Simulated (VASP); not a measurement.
# PdCl4 (I4/mmm) in VASP: relaxation of cell and atoms with PBE

Aim: the relaxation of cell and atoms of PdCl4 with PBE.

Program: VASP 6.6.1. These are calculated values, not measurements. Logs are shortened: lines on timing, memory, paths and dates and some standing lists are left out, and cuts for length are marked.

### 1 The cell of the first run

It takes space group I4/mmm (No. 139, tetragonal). Conventional cell: a = 7.288 Å, b = 7.288 Å, c = 5.549 Å, α = 90.00°, β = 90.00°, γ = 90.00°. Pd (site symmetry 4/mmm) has 4 Cl at 2.28 Å within 3.0 Å. Within 3.0 Å of Cl (site symmetry m2m) lie 1 Pd at 2.28 Å and 2 Cl at 2.84 Å.

The cell was built from a structure type or drawn by symmetry, and may not be a known phase.

### 2 Relaxation of cell and atoms, PBE

Input file INCAR:

```
PREC = Accurate
ENCUT = 600
EDIFF = 1E-7
ISMEAR = 0
SIGMA = 0.1
LREAL = False
LASPH = True
NELM = 80
ALGO = Normal
ISIF = 3
LWAVE = False
LCHARG = False
GGA = PE
IBRION = 2
NSW = 100
EDIFFG = -0.01
```

Input file KPOINTS:

```
regular mesh
0
Gamma
  8 8 8
```

Input file POSCAR:

```
PdCl4
1.0
   -3.6438485813      3.6438485813      2.7744739740
    3.6438485813     -3.6438485813      2.7744739740
    3.6438485813      3.6438485813     -2.7744739740
Pd Cl
1 4
Direct
    0.0000000000      0.0000000000      0.0000000000
    0.7785408007      0.7785408007      0.5570816013
    0.2214591993      0.7785408007      0.0000000000
    0.7785408007      0.2214591993      0.0000000000
    0.2214591993      0.2214591993      0.4429183987
```

Potentials or basis: VASP PAW PBE potentials, release 64 (Pd, Cl).

Run with:

```bash
$ cat potpaw_PBE.64/Pd/POTCAR potpaw_PBE.64/Cl/POTCAR > POTCAR
$ mpirun -np 1 vasp_std > vasp.out
```

OUTCAR:

```text
PREC = Accurate
   ENCUT = 600
   EDIFF = 1E-7
   ISMEAR = 0
   LREAL = False
   LASPH = True
   NELM = 80
   ISIF = 3
   GGA = PE
   IBRION = 2
   NSW = 100
   EDIFFG = -0.01

 ion  position               nearest neighbor table
   1  0.000  0.000  0.000-   3 2.28   4 2.28   2 2.28   5 2.28
   2  0.779  0.779  0.557-   1 2.28
   3  0.221  0.779  0.000-   1 2.28
   4  0.779  0.221  0.000-   1 2.28
   5  0.221  0.221  0.443-   1 2.28

  LATTYP: Found a body centered tetragonal cell.
 ALAT       =     7.2876971626
 C/A-ratio  =     0.7614130807

  Lattice vectors:

 A1 = (  -3.6438485813,   3.6438485813,   2.7744739740)
 A2 = (   3.6438485813,  -3.6438485813,   2.7744739740)
 A3 = (   3.6438485813,   3.6438485813,  -2.7744739740)

Analysis of symmetry for initial positions (statically):
=====================================================================
 Subroutine PRICEL returns:
 Original cell was already a primitive cell.

 Routine SETGRP: Setting up the symmetry group for a
 body centered tetragonal supercell.

 Subroutine GETGRP returns: Found 16 space group operations
 (whereof 16 operations were pure point group operations)
 out of a pool of 16 trial point group operations.

The static configuration has the point symmetry D_4h.

Analysis of symmetry for dynamics (positions and initial velocities):
=====================================================================
 Subroutine PRICEL returns:
 Original cell was already a primitive cell.

 Routine SETGRP: Setting up the symmetry group for a
 body centered tetragonal supercell.

 Subroutine GETGRP returns: Found 16 space group operations
 (whereof 16 operations were pure point group operations)
 out of a pool of 16 trial point group operations.

The dynamic configuration has the point symmetry D_4h.

 Subroutine INISYM returns: Found 16 space group operations
 (whereof 16 operations are pure point group operations),
 and found     1 'primitive' translations

----------------------------------------------------------------------------------------

                                     Primitive cell

  volume of cell :     147.3538

  direct lattice vectors                    reciprocal lattice vectors
    -3.643848581  3.643848581  2.774473974     0.000000000  0.137217557  0.180214341
     3.643848581 -3.643848581  2.774473974     0.137217557  0.000000000  0.180214341
     3.643848581  3.643848581 -2.774473974     0.137217557  0.137217557  0.000000000
[... 107 lines left out ...]
   IALGO  =     38    algorithm
   IMIX   =      4    mixing-type and parameters
     AMIX     =   0.40;   BMIX     =  1.00
     AMIX_MAG =   1.60;   BMIX_MAG =  1.00
  volume/ion in A,a.u.               =      29.47       198.88
  Fermi-wavevector in a.u.,A,eV,Ry     =   1.042035  1.969160 14.773706  1.085837
  Thomas-Fermi vector in A             =   2.176682
   LORBIT       =      0    0 simple, 1 ext, 2 COOP (PROOUT), +10 PAW based schemes
   GGA     = PE    functional components
   LHFCALC =     F    Hartree Fock is set to
   AEXX    =    0.0000 exact exchange contribution
   IVDW    =     0    specifies the selected vdW correction
   LEPSILON=     F    determine dielectric tensor
   LRPA    =     F    only Hartree local field effects (RPA)
 conjugate gradient relaxation of ions
 non-spin polarized calculation
 Gauss-broadening in eV      SIGMA  =   0.10
  energy-cutoff  :      600.00
  volume of cell :      147.35
 maximum number of plane-waves:      4947
   NGX = 23   NGY = 23   NGZ = 23

--------------------------------------- Ionic step        1  -------------------------------------------

 number of electron      38.0000000 magnetization

 Free energy of the ion-electron system (eV)
  ---------------------------------------------------
  ext. energy  EPLUGINS =         0.00000000
  ---------------------------------------------------
  free energy    TOTEN  =       -13.39525171 eV

  energy without entropy =      -13.38616216  energy(sigma->0) =      -13.39070693

------------------------ aborting loop because EDIFF is reached ----------------------------------------

  FORCE on cell =-STRESS in cart. coord.  units (eV):
  Direction    XX          YY          ZZ          XY          YZ          ZX
  --------------------------------------------------------------------------------------
  -------------------------------------------------------------------------------------
  Total        0.0261069      0.0261069     -0.5961888      0.0000000     -0.0000000      0.0000000
  in kB        0.2838604      0.2838604     -6.4823594      0.0000000     -0.0000000      0.0000000
  external PRESSURE =      -1.9715462 kB  Pullay stress =       0.0000000 kB
[... 26 lines left out ...]
--------------------------------------- Ionic step        2  -------------------------------------------

 number of electron      38.0000000 magnetization

 E-fermi :  -0.0064     XC(G=0):  -7.7621

 val. band max:       -0.0205766131   @ k =  -0.1250   0.1250   0.0000
 cond. band min:       0.0160019005   @ k =  -0.1250   0.3750   0.1250
 fundamental gap:      0.0365785137
 Fermi energy:        -0.0063524511

 k-point     1 :       0.0000    0.0000    0.0000
  band No.  band energies     occupation
      1     -15.1714      2.00000
      2     -14.6683      2.00000
      3     -13.6214      2.00000
      4     -13.6214      2.00000
      5      -4.7642      2.00000
      6      -4.4851      2.00000
[... 686 lines left out ...]
  FREE ENERGIE OF THE ION-ELECTRON SYSTEM (eV)
  ---------------------------------------------------
  free  energy   TOTEN  =       -13.4017380910 eV

  energy  without entropy=      -13.3935947649  energy(sigma->0) =      -13.39766643

[... ionic steps 4 to 9 ...]

--------------------------------------- Ionic step       10  -------------------------------------------

 number of electron      38.0000001 magnetization

------------------------ aborting loop because EDIFF is reached ----------------------------------------
[... 73 lines left out ...]
--------------------------------------- Ionic step       12  -------------------------------------------

 number of electron      38.0000001 magnetization

 Free energy of the ion-electron system (eV)
  ---------------------------------------------------
  ext. energy  EPLUGINS =         0.00000000
  ---------------------------------------------------
  free energy    TOTEN  =       -13.41112166 eV

  energy without entropy =      -13.40291125  energy(sigma->0) =      -13.40701646

 E-fermi :   0.4852     XC(G=0):  -7.9999

 val. band max:        0.4522454228   @ k =  -0.1250   0.3750   0.1250
 cond. band min:       0.4963250884   @ k =  -0.2500   0.1250   0.0000
 fundamental gap:      0.0440796657
 Fermi energy:         0.4851654322

 k-point     1 :       0.0000    0.0000    0.0000
  band No.  band energies     occupation
      1     -14.9144      2.00000
      2     -14.3858      2.00000
      3     -13.2419      2.00000
      4     -13.2419      2.00000
      5      -4.3368      2.00000
      6      -4.2678      2.00000
[... 647 lines left out ...]
  FREE ENERGIE OF THE ION-ELECTRON SYSTEM (eV)
  ---------------------------------------------------
  free  energy   TOTEN  =       -13.4111216631 eV

  energy  without entropy=      -13.4029112535  energy(sigma->0) =      -13.40701646

 reached required accuracy - stopping structural energy minimisation
```

It took 59 min on 1 thread of Oxide Virtual Turin-like, shared host; peak memory 0.45 GiB.

What came out:

* Free energy: -13.4111 eV
* Relaxed volume: 27.94 Å³/atom
* Relaxed cell: a = 5.745 Å, b = 5.745 Å, c = 5.745 Å, α = 103.16°, β = 103.16°, γ = 123.00°
* Space group after relaxing (to 0.1 Å): I4/mmm (No. 139)
* Energy gained by relaxing: 3.2 meV/atom
* Ionic steps: 12
* Pressure after relaxing: 0.0 GPa
* Band gap on the k mesh: zero (bands 19 and 20 overlap by 1.87 eV)

The path:
| step | energy change (eV) | largest force (eV/Å) | pressure (GPa) | volume (Å³) |
| --- | --- | --- | --- | --- |
| 1 | 0.0000 | 0.1099 | -0.20 | 147.35 |
| 2 | -0.0045 | 0.0551 | -0.29 | 146.58 |
| 3 | -0.0065 | 0.0117 | -0.39 | 145.64 |
| 4 | -0.0089 | 0.0472 | -0.04 | 143.89 |
| 5 | -0.0090 | 0.0619 | 0.05 | 143.46 |
| 6 | -0.0102 | 0.0609 | 0.05 | 143.15 |
| 7 | -0.0132 | 0.0574 | 0.06 | 142.19 |
| 8 | -0.0151 | 0.0498 | 0.10 | 140.28 |
| 9 | -0.0151 | 0.0536 | -0.25 | 140.21 |
| 10 | -0.0156 | 0.0021 | -0.08 | 140.25 |
| 11 | -0.0158 | 0.0002 | -0.02 | 139.91 |
| 12 | -0.0159 | 0.0008 | 0.01 | 139.72 |

Final structure:
```
Pd Cl
1.0
    -3.56974    3.56974    2.74112
     3.56974   -3.56974    2.74112
     3.56974    3.56974   -2.74112
Pd Cl
1 4
Direct
  0.00000 0.00000 0.00000
  0.77310 0.77310 0.54619
  0.22690 0.77310 0.00000
  0.77310 0.22690 0.00000
  0.22690 0.22690 0.45381
```

Levels at points of the mesh, in eV from the Fermi level:
```tsv
k point	band 17	band 18	band 19	band 20	band 21	band 22
(0.00, 0.00, 0.00)	-0.63	-0.42	-0.04	0.58	1.96	4.66
(0.50, 0.00, 0.00)	-1.13	-0.85	-0.82	-0.78	1.49	5.73
(0.50, 0.50, 0.00)	-1.24	-0.44	0.29	1.04	1.34	6.69
(0.50, 0.50, 0.50)	-1.00	-1.00	1.04	1.04	1.43	8.09
```
